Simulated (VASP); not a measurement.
# SiC (P2_1) in VASP: single point with HSE06

Aim: the single point of SiC with HSE06.

Program: VASP 6.6.1. These are calculated values, not measurements. Logs are shortened: lines on timing, memory, paths and dates and some standing lists are left out, and cuts for length are marked.

### Step 1. The cell of the first run

The structure is monoclinic, space group P2_1 (No. 4). Conventional cell: a = 3.055 Å, b = 5.048 Å, c = 3.075 Å, α = 90.00°, β = 119.35°, γ = 90.00°. Within 2.5 Å of Si (site symmetry 1) lie 4 C at 1.88 to 1.90 Å. C (site symmetry 1) has 4 Si at 1.88 to 1.90 Å within 2.5 Å.

### Step 2. Single point, HSE06 (shear xy strain +1.5%)

Contents of POSCAR:

```
SiC
1.0
    3.0753562433      0.0230651719      0.0000000000
   -1.5177030969      2.6518040464      0.0000000000
    0.0000000000      0.0000000000      5.0481080951
Si C
2 2
Direct
    0.3331406268      0.6666658288     -0.0004042554
    0.6668593732      0.3333341712      0.4995957446
    0.3312628052      0.6667187225      0.3754042554
    0.6687371948      0.3332812775      0.8754042554
```

Contents of INCAR.step1:

```
ALGO     = Normal         # electronic algorithm
EDIFF    = 1E-5           # SCF threshold, eV
ENCUT    = 520            # plane-wave cutoff, eV
GGA      = PE             # functional
ISIF     = 2              # what is computed and relaxed
ISMEAR   = 0              # smearing method
KPAR     = 4            
LASPH    = T              # aspherical terms in the spheres
LCHARG   = F              # write CHGCAR
LREAL    = F              # projectors in reciprocal space
LWAVE    = T              # write WAVECAR
NBANDS   = 16             # bands
NELM     = 80             # most SCF steps
PREC     = Accurate       # precision mode
SIGMA    = 0.01           # smearing width, eV
```

Contents of INCAR.step2:

```
ALGO     = Normal         # electronic algorithm
EDIFF    = 1E-6           # SCF threshold, eV
ENCUT    = 520            # plane-wave cutoff, eV
GGA      = PE             # functional
HFSCREEN = 0.2079         # screening, 1/A
ISIF     = 2              # what is computed and relaxed
ISMEAR   = 0              # smearing method
ISTART   = 1            
KPAR     = 4            
LASPH    = T              # aspherical terms in the spheres
LCHARG   = F              # write CHGCAR
LHFCALC  = T              # exact exchange
LREAL    = F              # projectors in reciprocal space
LWAVE    = F              # write WAVECAR
NBANDS   = 16             # bands
NELM     = 80             # most SCF steps
PREC     = Accurate       # precision mode
PRECFOCK = Normal       
SIGMA    = 0.01           # smearing width, eV
```

Contents of KPOINTS:

```
k-points
0
Gamma
  6 6 4
```

Potentials or basis: VASP PAW PBE potentials, release 64 (Si, C).

Run with:

```bash
> cat potpaw_PBE.64/Si/POTCAR potpaw_PBE.64/C/POTCAR > POTCAR
> cp INCAR.step1 INCAR
> mpirun -np 4 vasp_std > vasp.out
> cp INCAR.step2 INCAR
> mpirun -np 4 vasp_std > vasp.out
```

OUTCAR:

```text
EDIFF = 1E-6
   ENCUT = 520
   GGA = PE
   HFSCREEN = 0.2079
   ISIF = 2
   ISMEAR = 0
   ISTART = 1
   LASPH = T
   LHFCALC = T
   LREAL = F
   NELM = 80
   PREC = Accurate
   PRECFOCK = Normal

 ion  position               nearest neighbor table
   1  0.333  0.667  1.000-   4 1.88   4 1.88   4 1.89   3 1.90   2 3.08   2 3.08   2 3.09   2 3.09
                             2 3.09   2 3.09
   2  0.667  0.333  0.500-   3 1.88   3 1.88   3 1.89   4 1.90   1 3.08   1 3.08   1 3.09   1 3.09
                             1 3.09   1 3.09
   3  0.331  0.667  0.375-   2 1.88   2 1.88   2 1.89   1 1.90
   4  0.669  0.333  0.875-   1 1.88   1 1.88   1 1.89   2 1.90

  Warning from LATTYP: Monoclinic adjustment (A1->A3, A2->A1, A3->A2)!
  LATTYP: Found a simple monoclinic cell.
 ALAT       =     3.0554029834
 B/A-ratio  =     1.6521906022
 C/A-ratio  =     1.0065587921
 COS(beta)  =    -0.4902045492

  Lattice vectors:

 A1 = (  -1.5177030969,   2.6518040464,   0.0000000000)
 A2 = (   0.0000000000,   0.0000000000,   5.0481080951)
 A3 = (   3.0753562433,   0.0230651719,   0.0000000000)

Analysis of symmetry for initial positions (statically):
=====================================================================
 Subroutine PRICEL returns:
 Original cell was already a primitive cell.

 Routine SETGRP: Setting up the symmetry group for a
 simple monoclinic supercell.

 Subroutine GETGRP returns: Found  2 space group operations
 (whereof  1 operations were pure point group operations)
 out of a pool of  4 trial point group operations.

The static configuration has the point symmetry C_1 .
 The point group associated with its full space group is C_2 .

Analysis of symmetry for dynamics (positions and initial velocities):
=====================================================================
 Subroutine PRICEL returns:
 Original cell was already a primitive cell.

 Routine SETGRP: Setting up the symmetry group for a
 simple monoclinic supercell.

 Subroutine GETGRP returns: Found  2 space group operations
 (whereof  1 operations were pure point group operations)
 out of a pool of  4 trial point group operations.

The dynamic configuration has the point symmetry C_1 .
 The point group associated with its full space group is C_2 .

 Subroutine INISYM returns: Found  2 space group operations
 (whereof  1 operations are pure point group operations),
 and found     1 'primitive' translations

----------------------------------------------------------------------------------------

                                     Primitive cell

  volume of cell :      41.3453

  direct lattice vectors                    reciprocal lattice vectors
     3.075356243  0.023065172  0.000000000     0.323775785  0.185306117  0.000000000
    -1.517703097  2.651804046  0.000000000    -0.002816175  0.375489993  0.000000000
     0.000000000  0.000000000  5.048108095     0.000000000  0.000000000  0.198094015

  length of vectors
     3.075442736  3.055402983  5.048108095     0.373053771  0.375500553  0.198094015

  position of ions in fractional coordinates (direct lattice)
     0.333140627  0.666665829  0.999595745
     0.666859373  0.333334171  0.499595745
     0.331262805  0.666718723  0.375404255
     0.668737195  0.333281277  0.875404255

  ion indices of the primitive-cell ions
   primitive index   ion index
                 1           1
                 2           2
                 3           3
                 4           4

----------------------------------------------------------------------------------------

 KPOINTS: k-points

Automatic generation of k-mesh.
 Grid dimensions read from file:
 generate k-points for:    6    6    4

 Generating k-lattice:

  Cartesian coordinates                     Fractional coordinates (reciprocal lattice)
     0.053962631  0.030884353  0.000000000     0.166666667 -0.000000000  0.000000000
    -0.000469362  0.062581665  0.000000000     0.000000000  0.166666667  0.000000000
     0.000000000  0.000000000  0.049523504     0.000000000  0.000000000  0.250000000

  Length of vectors
     0.062175629  0.062583426  0.049523504

  Shift w.r.t. Gamma in fractional coordinates (k-lattice)
     0.000000000  0.000000000  0.000000000

 Subroutine IBZKPT returns following result:
 ===========================================

 Found     60 irreducible k-points:

 Following reciprocal coordinates:
            Coordinates               Weight
  0.000000  0.000000  0.000000      1.000000
  0.166667 -0.000000  0.000000      2.000000
  0.333333 -0.000000  0.000000      2.000000
  0.500000 -0.000000  0.000000      1.000000
 -0.000000  0.166667  0.000000      2.000000
  0.166667  0.166667  0.000000      2.000000
[... 16 lines left out ...]
  0.333333 -0.000000  0.250000      4.000000
  0.500000 -0.000000  0.250000      2.000000
 [... further k-points ...]
   k-points           NKPTS =     60   k-points in BZ     NKDIM =    144   number of bands    NBANDS=     16
   number of dos      NEDOS =    301   number of ions     NIONS =      4
   total plane-waves  NPLWV =  23040
   dimension x,y,z NGX =    24 NGY =   24 NGZ =   40
   dimension x,y,z NGXF=    48 NGYF=   48 NGZF=   80
   ions per type =               2   2
   NGX,Y,Z   is equivalent  to a cutoff of  12.97, 13.06, 13.17 a.u.
   NGXF,Y,Z  is equivalent  to a cutoff of  25.95, 26.12, 26.35 a.u.
 SYSTEM =  unknown system
   PREC   = accura    normal or accurate (medium, high low for compatibility)
   ISTART =      1    job   : 0-new  1-cont  2-samecut
   ICHARG =      0    charge: 1-file 2-atom 10-const
   ISPIN  =      1    spin polarized calculation?
   LNONCOLLINEAR =      F non collinear calculations
   LSORBIT =      F    spin-orbit coupling
   LASPH  =      T    aspherical Exc in radial PAW
   ENCUT  =  520.0 eV  38.22 Ry    6.18 a.u.   5.72  5.68  9.39*2*pi/ulx,y,z
   NELM   =     80;   NELMIN=  2; NELMDL=  0     # of ELM steps
   EDIFF  = 0.1E-05   stopping-criterion for ELM
   LREAL  =      F    real-space projection
   EDIFFG = 0.1E-04   stopping-criterion for IOM
   NSW    =      0    number of steps for IOM
   IBRION =     -1    ionic relax: 0-MD 1-quasi-New 2-CG
   NFREE  =      0    steps in history (QN), initial steepest desc. (CG)
   ISIF   =      2    stress and relaxation
   ISYM   =      3    0-nonsym 1-usesym 2-fastsym
   POTIM  = 0.5000    time-step for ionic-motion
   TEBEG  =    0.0;   TEEND  =   0.0 temperature during run
   PSTRESS=    0.0 pullay stress
   NELECT =      16.0000    total number of electrons
   NUPDOWN=      -1.0000    fix difference up-down
   EMIN   =  10.00;   EMAX   =-10.00  energy-range for DOS
   EFERMI =   0.00;   METHOD = LEGACY
   ISMEAR =     0;   SIGMA  =   0.01  broadening in eV -4-tet -1-fermi 0-gaus
   EFERMI_NEDOS =   21; number of points for ismear=-14 and -15
   IALGO  =     38    algorithm
   IMIX   =      1    mixing-type and parameters
     AMIX     =   0.40;   BMIX     =  1.00
     AMIX_MAG =   1.60;   BMIX_MAG =  1.00
  volume/ion in A,a.u.               =      10.34        69.75
  Fermi-wavevector in a.u.,A,eV,Ry     =   1.192998  2.254439 19.364402  1.423243
  Thomas-Fermi vector in A             =   2.329023
   LORBIT       =      0    0 simple, 1 ext, 2 COOP (PROOUT), +10 PAW based schemes
   GGA     = PE    functional components
   LHFCALC =     T    Hartree Fock is set to
   PRECFOCK=normal    Normal, Fast or Accurate (Low or Medium for compatibility)
   ENCUT4O =  -1.0   cutoff for four orbital integrals eV
   NKREDX  =     1    reduce k-point grid by
   NKREDY  =     1    reduce k-point grid by
   NKREDZ  =     1    reduce k-point grid by
   AEXX    =    0.2500 exact exchange contribution
   HFSCREEN=    0.2079 screening length (either q_TF or 0.3 A-1)
   HFSCREENC=   0.2079 screening length for correlation (either q_TF or 0.3 A-1)
   ENCUTFOCK=  -1.0 apply spherical cutoff to Coloumb kernel
   IVDW    =     0    specifies the selected vdW correction
   LEPSILON=     F    determine dielectric tensor
   LRPA    =     F    only Hartree local field effects (RPA)
 non-spin polarized calculation
 Gauss-broadening in eV      SIGMA  =   0.01
  energy-cutoff  :      520.00
  volume of cell :       41.35
 maximum number of plane-waves:      1132
  NGX = 18; NGY = 18; NGZ = 30

 number of electron      16.0000000 magnetization

 Free energy of the ion-electron system (eV)
  ---------------------------------------------------
  ext. energy  EPLUGINS =         0.00000000
  ---------------------------------------------------
  free energy    TOTEN  =       -34.82404600 eV

  energy without entropy =      -34.82404600  energy(sigma->0) =      -34.82404600

 E-fermi :   7.8275     XC(G=0):  -9.3523

 val. band max:        7.7360975863   @ k =   0.0000   0.0000   0.0000
 cond. band min:      10.8338609127   @ k =   0.3333   0.3333   0.0000
 fundamental gap:      3.0977633264
 Fermi energy:         7.8274829477

 k-point     1 :       0.0000    0.0000    0.0000
  band No.  band energies     occupation
      1      -9.5064      2.00000
      2      -5.6585      2.00000
      3      -1.8677      2.00000
      4       6.1248      2.00000
      5       6.2964      2.00000
      6       7.5531      2.00000
[... 8 lines left out ...]
     15      18.1303      0.00000
     16      20.3195      0.00000

 k-point     2 :       0.1667   -0.0000    0.0000
  band No.  band energies     occupation
      1      -8.9928      2.00000
      2      -5.2286      2.00000
      3      -1.3936      2.00000
      4       3.7777      2.00000
      5       5.5606      2.00000
      6       5.8930      2.00000
[... 8 lines left out ...]
     15      18.4991      0.00000
     16      19.1181      0.00000

 k-point     3 :       0.3333   -0.0000    0.0000
  band No.  band energies     occupation
      1      -7.5270      2.00000
      2      -4.2232      2.00000
      3      -0.5337      2.00000
      4       0.8426      2.00000
      5       2.8049      2.00000
      6       4.5474      2.00000
[... 8 lines left out ...]
     15      20.0598      0.00000
     16      21.4004      0.00000

 k-point     4 :       0.5000   -0.0000    0.0000
  band No.  band energies     occupation
      1      -5.9718      2.00000
      2      -4.3517      2.00000
      3      -0.9329      2.00000
      4       0.7240      2.00000
      5       1.6952      2.00000
      6       4.1081      2.00000
[... 8 lines left out ...]
     15      19.5744      0.00000
     16      21.7490      0.00000
[... 324 lines left out ...]
 k-point    22 :       0.1667   -0.0000    0.2500
  band No.  band energies     occupation
      1      -8.6655      2.00000
      2      -6.2734      2.00000
      3       0.1364      2.00000
      4       4.0811      2.00000
      5       5.0076      2.00000
      6       5.7815      2.00000
[... 8 lines left out ...]
     15      18.7090      0.00000
     16      19.7281      0.00000

 k-point    23 :       0.3333   -0.0000    0.2500
  band No.  band energies     occupation
      1      -7.2157      2.00000
      2      -5.0393      2.00000
      3      -0.2801      2.00000
      4       1.8042      2.00000
      5       2.2815      2.00000
      6       4.7956      2.00000
[... 8 lines left out ...]
     15      20.8599      0.00000
     16      21.1392      0.00000

 k-point    24 :       0.5000   -0.0000    0.2500
  band No.  band energies     occupation
      1      -5.7099      2.00000
      2      -4.4536      2.00000
      3      -1.5670      2.00000
      4      -0.2511      2.00000
      5       3.1126      2.00000
      6       4.4035      2.00000
[... 8 lines left out ...]
     15      21.7517      0.00000
     16      22.3037      0.00000

 [... further k-points ...]

------------------------ aborting loop because EDIFF is reached ----------------------------------------

  FORCE on cell =-STRESS in cart. coord.  units (eV):
  Direction    XX          YY          ZZ          XY          YZ          ZX
  --------------------------------------------------------------------------------------
  -------------------------------------------------------------------------------------
  Total       -0.3664407     -0.3454567     -0.4825279     -0.8212936      0.0000000      0.0000000
  in kB      -14.2000073    -13.3868512    -18.6985224    -31.8260917      0.0000000      0.0000000
  external PRESSURE =     -15.4284603 kB  Pullay stress =       0.0000000 kB

 VOLUME and BASIS-vectors are now :
 -----------------------------------------------------------------------------
  energy-cutoff  :      520.00
  volume of cell :       41.35
      direct lattice vectors                 reciprocal lattice vectors
     3.075356243  0.023065172  0.000000000     0.323775785  0.185306117  0.000000000
    -1.517703097  2.651804046  0.000000000    -0.002816175  0.375489993  0.000000000
     0.000000000  0.000000000  5.048108095     0.000000000  0.000000000  0.198094015

 POSITION                                       TOTAL-FORCE (eV/Angst)
 -----------------------------------------------------------------------------------
      0.01273      1.77555      5.04607        -0.000655      0.000414     -0.017846
      1.54493      0.89932      2.52201         0.000655     -0.000414     -0.017846
      0.00687      1.77565      1.89508        -0.001720      0.000368      0.017846
      1.55078      0.89922      4.41914         0.001720     -0.000368      0.017846
 -----------------------------------------------------------------------------------
    total drift:                               -0.000000     -0.000000     -0.000031

  FREE ENERGIE OF THE ION-ELECTRON SYSTEM (eV)
  ---------------------------------------------------
  free  energy   TOTEN  =       -34.8240459962 eV

  energy  without entropy=      -34.8240459962  energy(sigma->0) =      -34.82404600
```

It took 36 min on 4 MPI ranks of Intel Xeon Platinum 8259CL at 2.50GHz (Skylake/Cascade Lake), shared host; peak memory 0.28 GiB.

Results:

| Property | Result |
| --- | --- |
| Free energy | -34.8240 eV |
| Pressure | -1.5 GPa |
| Largest force | 0.018 eV/Å |
| Band gap on the k mesh | 3.10 eV (least direct gap 5.00 eV) |

Forces on the atoms (eV/Å):
```
Si  -0.001  0.000 -0.018
Si   0.001  0.000 -0.018
C   -0.002  0.000  0.018
C    0.002  0.000  0.018
```

Levels at points of the mesh, in eV from the valence-band top:
| k point | band 5 | band 6 | band 7 | band 8 | band 9 | band 10 | band 11 | band 12 |
| --- | --- | --- | --- | --- | --- | --- | --- | --- |
| (0.00, 0.00, 0.00) | -1.44 | -0.18 | -0.13 | 0.00 | 5.89 | 7.41 | 7.71 | 7.96 |
| (0.50, 0.00, 0.00) | -6.04 | -3.63 | -3.58 | -1.28 | 3.85 | 5.26 | 8.23 | 8.46 |
| (0.00, 0.50, 0.00) | -6.00 | -3.73 | -3.58 | -1.39 | 3.68 | 5.19 | 8.05 | 8.30 |
| (0.50, 0.50, 0.00) | -5.97 | -3.85 | -3.55 | -1.50 | 3.50 | 5.12 | 7.88 | 8.15 |
| (0.00, 0.00, 0.50) | -0.93 | -0.93 | -0.78 | -0.78 | 7.03 | 7.03 | 8.46 | 8.46 |
| (0.50, 0.00, 0.50) | -2.64 | -2.64 | -2.62 | -2.62 | 4.27 | 4.27 | 6.36 | 6.36 |
| (0.00, 0.50, 0.50) | -2.76 | -2.76 | -2.61 | -2.61 | 4.21 | 4.21 | 6.31 | 6.31 |
| (0.50, 0.50, 0.50) | -2.88 | -2.88 | -2.60 | -2.60 | 4.14 | 4.14 | 6.26 | 6.26 |

Caveat: the cell differs from its parent crystal (shear xy strain +1.5%); the PAW data sets were made with another functional, which shifts forces and pressure a little. A k mesh can miss the band edges.
